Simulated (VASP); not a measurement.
# CsLiCr2Te2S3 (C2/m) in VASP: further runs, part 2 of 3

VASP 6.6.1. The steps go on from the part before.

## (3) Single point, PBE, collinear spin, ferromagnetic start

Input file POSCAR:

```
CsLiCr2Te2S3
1.0
    7.2895900000     -2.1043300000      0.0177200000
    7.2895900000      2.1043300000      0.0177200000
   -2.5331500000      0.0000000000      7.2810000000
Cs Li Cr Te S
1 1 2 2 3
Direct
    0.5000000000      0.5000000000      0.0000000000
    0.0000000000      0.0000000000      0.5000000000
    0.3287000000      0.3287000000      0.4330000000
    0.6713000000      0.6713000000      0.5670000000
    0.8067200000      0.8067200000      0.1742700000
    0.1932800000      0.1932800000      0.8257300000
    0.1635800000      0.1635800000      0.3971300000
    0.8364200000      0.8364200000      0.6028700000
    0.5000000000      0.5000000000      0.5000000000
```

Input file INCAR.step1:

```
SYSTEM = CsLiCr2Te2S3
ALGO = Normal ; EDIFF = 1E-6
ENCUT = 520 ; GGA = PE
ISIF = 2 ; ISMEAR = -1
ISPIN = 2 ; KPAR = 4
LASPH = .TRUE. ; LCHARG = .TRUE.
LMAXMIX = 4 ; LREAL = .FALSE.
LWAVE = .FALSE. ; MAGMOM = 0 0 3 3 0 0 0 0 0
NELM = 120 ; PREC = Accurate
SIGMA = 0.05
```

Input file KPOINTS.step1:

```
k-points
0
G
  7 7 4
  0 0 0
```

Input file INCAR.step2:

```
SYSTEM = CsLiCr2Te2S3
ALGO = Normal ; EDIFF = 1E-6
ENCUT = 520 ; GGA = PE
ICHARG = 11 ; ISIF = 2
ISMEAR = -5 ; ISPIN = 2
KPAR = 4 ; LASPH = .TRUE.
LCHARG = .FALSE. ; LMAXMIX = 4
LORBIT = 11 ; LREAL = .FALSE.
LWAVE = .FALSE. ; MAGMOM = 0 0 3 3 0 0 0 0 0
NEDOS = 1001 ; NELM = 120
PREC = Accurate ; SIGMA = 0.05
```

Input file KPOINTS.step2:

```
k-points
0
G
  11 11 6
  0 0 0
```

Potentials or basis: VASP PAW PBE potentials, release 64 (Cs_sv, Li_sv, Cr_pv, Te, S).

The run is started by

```sh
$ cat potpaw_PBE.64/Cs_sv/POTCAR potpaw_PBE.64/Li_sv/POTCAR potpaw_PBE.64/Cr_pv/POTCAR potpaw_PBE.64/Te/POTCAR potpaw_PBE.64/S/POTCAR > POTCAR
$ cp INCAR.step1 INCAR
$ cp KPOINTS.step1 KPOINTS
$ mpirun -np 4 vasp_std > vasp.out
$ cp INCAR.step2 INCAR
$ cp KPOINTS.step2 KPOINTS
$ mpirun -np 4 vasp_std > vasp.out
```

OUTCAR:

```text
SYSTEM = CsLiCr2Te2S3
   EDIFF = 1E-6
   ENCUT = 520
   GGA = PE
   ICHARG = 11
   ISIF = 2
   ISMEAR = -5
   ISPIN = 2
   LASPH = .TRUE.
   LORBIT = 11
   LREAL = .FALSE.
   NELM = 120
   PREC = Accurate

 ion  position               nearest neighbor table
   1  0.500  0.500  0.000-
   2  0.000  0.000  0.500-   9 2.10   9 2.10   5 3.10   6 3.10
   3  0.329  0.329  0.433-   7 2.33   9 2.38   8 2.46   8 2.46   5 2.84   5 2.84
   4  0.671  0.671  0.567-   8 2.33   9 2.38   7 2.46   7 2.46   6 2.84   6 2.84
   5  0.807  0.807  0.174-   3 2.84   3 2.84   2 3.10   8 3.19   6 3.39   6 3.39
   6  0.193  0.193  0.826-   4 2.84   4 2.84   2 3.10   7 3.19   5 3.39   5 3.39
   7  0.164  0.164  0.397-   3 2.33   4 2.46   4 2.46   6 3.19
   8  0.836  0.836  0.603-   4 2.33   3 2.46   3 2.46   5 3.19
   9  0.500  0.500  0.500-   2 2.10   2 2.10   3 2.38   4 2.38

  LATTYP: Found a base centered monoclinic cell.
 ALAT       =    14.5792230748
 B/A-ratio  =     0.2886751906
 C/A-ratio  =     0.5287711959
 COS(beta)  =    -0.3262964791

  Lattice vectors:

 A1 = (   7.2895900000,  -2.1043300000,   0.0177200000)
 A2 = (   7.2895900000,   2.1043300000,   0.0177200000)
 A3 = (  -2.5331500000,   0.0000000000,   7.2810000000)

Analysis of symmetry for initial positions (statically):
[... 2393 lines left out ...]
     7.289590000  2.104330000  0.017720000     0.068533003  0.237605319  0.023843480
    -2.533150000  0.000000000  7.281000000    -0.000333582  0.000000000  0.137227714

 POSITION                                       TOTAL-FORCE (eV/Angst)
 -----------------------------------------------------------------------------------
      7.28959      0.00000      0.01772        -0.000000     -0.000000      0.000000
     -1.26658      0.00000      3.64050        -0.000000      0.000000      0.000000
      3.69532      0.00000      3.16432         0.010558     -0.000000      0.004105
      8.35071      0.00000      4.15212        -0.010558     -0.000000     -0.004105
     11.31986      0.00000      1.29745         0.009869     -0.000000      0.033573
      0.72617      0.00000      6.01899        -0.009869     -0.000000     -0.033573
      1.37887      0.00000      2.89730        -0.011515     -0.000000      0.020075
     10.66716      0.00000      4.41914         0.011515     -0.000000     -0.020075
      6.02301      0.00000      3.65822        -0.000000     -0.000000      0.000000
 -----------------------------------------------------------------------------------
    total drift:                                0.000000      0.000000     -0.000000

  FREE ENERGIE OF THE ION-ELECTRON SYSTEM (eV)
  ---------------------------------------------------
  free  energy   TOTEN  =       -45.7688583036 eV

  energy  without entropy=      -45.7688583036  energy(sigma->0) =      -45.76885830

 total charge

# of ion       s       p       d       tot
------------------------------------------
    1        1.833   4.700   0.030   6.564
    2        2.037   0.081   0.000   2.118
    3        0.269   6.238   4.073  10.580
    4        0.269   6.238   4.073  10.580
    5        1.390   1.924   0.026   3.340
    6        1.390   1.924   0.026   3.340
    7        1.342   2.361   0.000   3.703
    8        1.342   2.361   0.000   3.703
    9        1.327   2.485   0.000   3.812
--------------------------------------------------
tot         11.201  28.312   8.227  47.740

 magnetization (x)

# of ion       s       p       d       tot
------------------------------------------
    1        0.000  -0.001   0.000  -0.000
    2        0.001   0.002   0.000   0.004
    3        0.039   0.028   2.771   2.838
    4        0.039   0.028   2.771   2.838
    5       -0.001  -0.144   0.002  -0.143
    6       -0.001  -0.144   0.002  -0.143
    7       -0.006  -0.149   0.000  -0.155
    8       -0.006  -0.149   0.000  -0.155
    9       -0.003  -0.050   0.000  -0.052
--------------------------------------------------
tot          0.062  -0.578   5.547   5.030
```

OSZICAR.step1:

```text
N       E                     dE             d eps       ncg     rms          rms(c)
DAV:   1     0.575302719420E+03    0.57530E+03   -0.30885E+04 11352   0.144E+03
DAV:   2     0.137581852255E+02   -0.56154E+03   -0.54190E+03 11532   0.349E+02
DAV:   3    -0.484147518739E+02   -0.62173E+02   -0.60420E+02 14066   0.109E+02
DAV:   4    -0.522999323659E+02   -0.38852E+01   -0.38664E+01 16102   0.222E+01
DAV:   5    -0.525184601813E+02   -0.21853E+00   -0.21839E+00 15676   0.415E+00    0.262E+01
DAV:   6    -0.792390117115E+02   -0.26721E+02   -0.14016E+02 11682   0.692E+01    0.685E+01
DAV:   7    -0.440788275709E+02    0.35160E+02   -0.75086E+01 12018   0.793E+01    0.163E+01
DAV:   8    -0.455576229993E+02   -0.14788E+01   -0.90586E+00 10860   0.116E+01    0.687E+00
DAV:   9    -0.457480815180E+02   -0.19046E+00   -0.92444E-01 12774   0.468E+00    0.384E+00
DAV:  10    -0.457699285275E+02   -0.21847E-01   -0.22896E-01 12260   0.247E+00    0.212E+00
DAV:  11    -0.457757416426E+02   -0.58131E-02   -0.40044E-02 12212   0.101E+00    0.130E+00
DAV:  12    -0.457864313670E+02   -0.10690E-01   -0.20129E-02 12050   0.805E-01    0.458E-01
DAV:  13    -0.457870983863E+02   -0.66702E-03   -0.38156E-03 13722   0.311E-01    0.256E-01
DAV:  14    -0.457872061878E+02   -0.10780E-03   -0.48256E-04 11814   0.933E-02    0.157E-01
DAV:  15    -0.457872417935E+02   -0.35606E-04   -0.21902E-04 12408   0.613E-02    0.712E-02
DAV:  16    -0.457872478672E+02   -0.60737E-05   -0.11388E-04 11756   0.422E-02    0.253E-02
DAV:  17    -0.457872529656E+02   -0.50984E-05   -0.19437E-05 11566   0.197E-02    0.132E-02
DAV:  18    -0.457872532480E+02   -0.28243E-06   -0.15176E-06  5848   0.724E-03
   1 F= -.45787253E+02 E0= -.45769440E+02  d E =-.356258E-01  mag=     5.2386
```

Wall time 23 min (4 MPI ranks of Intel Xeon Platinum 8488C (Sapphire Rapids), shared host); peak memory 2.7 GiB.

What came out:

```
Net moment                                            : 5.24 μB per cell
Site moments                                          : Cs -0.00; Li +0.00; Cr +2.84; Te -0.14; S -0.15, -0.05 (each value once) μB
Valence electrons inside the program's atomic spheres : Cs 6.56; Li 2.12; Cr 10.58; Te 3.34; S 3.70, 3.81 (each value once)
```

Caveat: spin-orbit coupling is left out, which moves the levels of the heavy elements; only a ferromagnetic start was run, and an antiferromagnetic order may lie lower in energy; tetrahedron occupations give inexact forces and stress in metals.

## (4) Optical spectrum, PBE, collinear spin, ferromagnetic start

Input file INCAR:

```
SYSTEM = CsLiCr2Te2S3
PREC = Accurate ; ENCUT = 520
EDIFF = 1E-6 ; ISMEAR = -1
SIGMA = 0.05 ; LREAL = .FALSE.
LASPH = .TRUE. ; NELM = 120
ALGO = Normal ; ISIF = 2
LWAVE = .FALSE. ; LCHARG = .FALSE.
ISPIN = 2 ; MAGMOM = 0 0 3 3 0 0 0 0 0
LORBIT = 11 ; LMAXMIX = 4
GGA = PE ; LOPTICS = .TRUE.
NBANDS = 65 ; NEDOS = 2000
CSHIFT = 0.05 ; KPAR = 4
```

Input file KPOINTS:

```
regular mesh
0
G
  7 7 4
  0 0 0
```

POSCAR is that of step 3.

Potentials or basis: VASP PAW PBE potentials, release 64 (Cs_sv, Li_sv, Cr_pv, Te, S).

The run is started by

```sh
$ cat potpaw_PBE.64/Cs_sv/POTCAR potpaw_PBE.64/Li_sv/POTCAR potpaw_PBE.64/Cr_pv/POTCAR potpaw_PBE.64/Te/POTCAR potpaw_PBE.64/S/POTCAR > POTCAR
$ mpirun -np 4 vasp_std > vasp.out
```

OUTCAR:

```text
SYSTEM = CsLiCr2Te2S3
   PREC = Accurate
   ENCUT = 520
   EDIFF = 1E-6
   ISMEAR = -1
   LREAL = .FALSE.
   LASPH = .TRUE.
   NELM = 120
   ISIF = 2
   ISPIN = 2
   LORBIT = 11
   GGA = PE

 ion  position               nearest neighbor table
   1  0.500  0.500  0.000-
   2  0.000  0.000  0.500-   9 2.10   9 2.10   5 3.10   6 3.10
   3  0.329  0.329  0.433-   7 2.33   9 2.38   8 2.46   8 2.46   5 2.84   5 2.84
   4  0.671  0.671  0.567-   8 2.33   9 2.38   7 2.46   7 2.46   6 2.84   6 2.84
   5  0.807  0.807  0.174-   3 2.84   3 2.84   2 3.10   8 3.19   6 3.39   6 3.39
   6  0.193  0.193  0.826-   4 2.84   4 2.84   2 3.10   7 3.19   5 3.39   5 3.39
   7  0.164  0.164  0.397-   3 2.33   4 2.46   4 2.46   6 3.19
   8  0.836  0.836  0.603-   4 2.33   3 2.46   3 2.46   5 3.19
   9  0.500  0.500  0.500-   2 2.10   2 2.10   3 2.38   4 2.38

  LATTYP: Found a base centered monoclinic cell.
 ALAT       =    14.5792230748
 B/A-ratio  =     0.2886751906
 C/A-ratio  =     0.5287711959
[... 2784 lines left out ...]
     E(ev)      X         Y         Z        XY        YZ        ZX
  --------------------------------------------------------------------------------------------------------------
     0.00000   117.39165   169.67866   277.87891     0.00000     0.00000    16.57675
     0.67577     7.98799    22.31692    23.32909     0.00000     0.00000     0.47431
     1.35154     8.84634    14.08816    13.61854     0.00000     0.00000     1.12832
     2.02732     8.20975    14.52887    12.31808     0.00000     0.00000     0.40959
     2.70309     7.49269     9.22976     8.98913     0.00000     0.00000    -1.23123
     3.37886     6.21731     4.88291     5.70604     0.00000     0.00000    -0.07841
[... 92 lines left out ...]
    66.22564     0.00003     0.00003     0.00003     0.00000     0.00000    -0.00000
    66.90141     0.00003     0.00003     0.00003     0.00000     0.00000    -0.00000

  frequency dependent      REAL DIELECTRIC FUNCTION (independent particle, no local field effects) current-current
     E(ev)        X           Y           Z          XY          YZ          ZX
  --------------------------------------------------------------------------------------------------------------
     0.00000    17.18948    33.50289    27.82325     0.00000     0.00000    -1.26432
     0.67577     6.09732     6.40429     3.51006     0.00000     0.00000    -0.00444
     1.35154     9.24623     8.04781     8.48507     0.00000     0.00000     0.64876
     2.02732     6.05713     4.91874     1.91248     0.00000     0.00000    -0.40393
     2.70309     5.61537    -1.42014    -1.00255     0.00000     0.00000     0.16484
     3.37886     2.87843    -1.63218    -0.72987     0.00000     0.00000     0.54398
[... 92 lines left out ...]
    66.22564     0.92706     0.92696     0.92972     0.00000     0.00000    -0.00021
    66.90141     0.92896     0.92887     0.93156     0.00000     0.00000    -0.00020

 total charge

# of ion       s       p       d       tot
------------------------------------------
    1        1.833   4.700   0.030   6.564
    2        2.037   0.081   0.000   2.118
    3        0.269   6.238   4.078  10.585
    4        0.269   6.238   4.078  10.585
    5        1.390   1.920   0.026   3.335
    6        1.390   1.920   0.026   3.335
    7        1.342   2.361   0.000   3.703
    8        1.342   2.361   0.000   3.703
    9        1.327   2.488   0.000   3.816
--------------------------------------------------
tot         11.201  28.306   8.238  47.745

 magnetization (x)

# of ion       s       p       d       tot
------------------------------------------
    1        0.000  -0.001   0.000   0.000
    2        0.001   0.002   0.000   0.003
    3        0.039   0.028   2.774   2.841
    4        0.039   0.028   2.774   2.841
    5       -0.002  -0.140   0.002  -0.139
    6       -0.002  -0.140   0.002  -0.139
    7       -0.006  -0.147   0.000  -0.152
    8       -0.006  -0.147   0.000  -0.152
    9       -0.003  -0.042   0.000  -0.045
--------------------------------------------------
tot          0.062  -0.557   5.553   5.057
```

stdout:

```text
POSCAR found type information on POSCAR CsLiCrTeS
 POSCAR found :  5 types and       9 ions
 scaLAPACK will be used
 LDA part: xc-table for (Slater+PW92), standard interpolation
 POSCAR, INCAR and KPOINTS ok, starting setup
 FFT: planning ... GRIDC
 FFT: planning ... GRID_SOFT
 FFT: planning ... GRID
 WAVECAR not read
 entering main loop
 optical routines
 imaginary and real dielectric function
 recalculating local potential from charge density
 direction            1
 direction            2
 direction            3
```

Wall time 14 min (4 MPI ranks of Intel Xeon Platinum 8488C (Sapphire Rapids), shared host); peak memory 3.1 GiB.

Results:

```yaml
Free_energy: -45.7873 eV
Largest_force: 0.029 eV/Å
Net_moment: 5.24 μB per cell
Site_moments: Cs +0.00; Li +0.00; Cr +2.84; Te -0.14; S -0.15, -0.04 (each value once) μB
Valence_electrons_inside_the_program's_atomic_spheres: Cs 6.56; Li 2.12; Cr 10.59; Te 3.33; S 3.70, 3.82 (each value once)
```

Forces in eV/Å, atoms in the order of the input:
```
Cs   0.000  0.000  0.000
Li   0.000  0.000  0.000
Cr  -0.017  0.000 -0.024
Cr   0.017  0.000  0.024
Te   0.006  0.000  0.024
Te  -0.006  0.000 -0.024
S    0.005  0.000 -0.008
S   -0.005  0.000  0.008
S    0.000  0.000  0.000
```

Levels at points of the mesh, in eV from the Fermi level:
Spin up:
| k point | band 31 | band 32 | band 33 | band 34 | band 35 | band 36 | band 37 | band 38 | band 39 | band 40 |
| --- | --- | --- | --- | --- | --- | --- | --- | --- | --- | --- |
| (0.00, 0.00, 0.00) | -0.89 | -0.59 | -0.54 | -0.32 | -0.19 | 0.13 | 1.02 | 1.21 | 1.41 | 2.22 |
| (0.00, 0.00, 0.50) | -0.93 | -0.62 | -0.58 | -0.26 | -0.22 | 0.10 | 0.49 | 1.02 | 1.48 | 1.70 |
Spin down:
| k point | band 28 | band 29 | band 30 | band 31 | band 32 | band 33 |
| --- | --- | --- | --- | --- | --- | --- |
| (0.00, 0.00, 0.00) | -0.93 | -0.69 | -0.09 | 0.78 | 1.05 | 1.50 |
| (0.00, 0.00, 0.50) | -0.94 | -0.69 | -0.07 | 0.39 | 1.06 | 1.57 |

Dielectric function (mean over the directions given):
```
energy (eV)  real part  imaginary part
       0.27      30.53           22.37
       0.95       8.04            9.64
       1.62       7.96           11.48
       2.30       3.04           10.61
       2.97       1.17            7.91
       3.65       0.50            4.93
       4.32       1.86            3.79
       5.00       2.62            4.43
       5.68       1.67            4.96
       6.35       0.77            4.74
       7.03       0.51            4.00
       7.70       0.17            3.77
       8.38       0.08            3.38
       9.06      -0.08            3.14
       9.73      -0.30            3.07
      10.41      -0.64            2.76
      11.08      -0.83            2.09
      11.76      -0.73            1.77
      12.43      -0.72            1.40
      13.11      -0.24            1.53
      13.79      -0.55            1.66
      14.46      -1.00            1.13
      15.14      -0.91            0.70
      15.81      -0.55            0.37
      16.49      -0.31            0.25
      17.16      -0.15            0.25
      17.84      -0.05            0.18
      18.52       0.00            0.18
      19.19       0.08            0.06
      19.94       0.21            0.01
```

Caveat: spectra need much finer meshes, so this one isn't converged; independent-particle spectra lack excitons; the intraband (Drude) part of a metal's response may be missing; spin-orbit coupling is left out, which moves the levels of the heavy elements; only a ferromagnetic start was run, and an antiferromagnetic order may lie lower in energy.

(Part 2 of 3 ends here.)
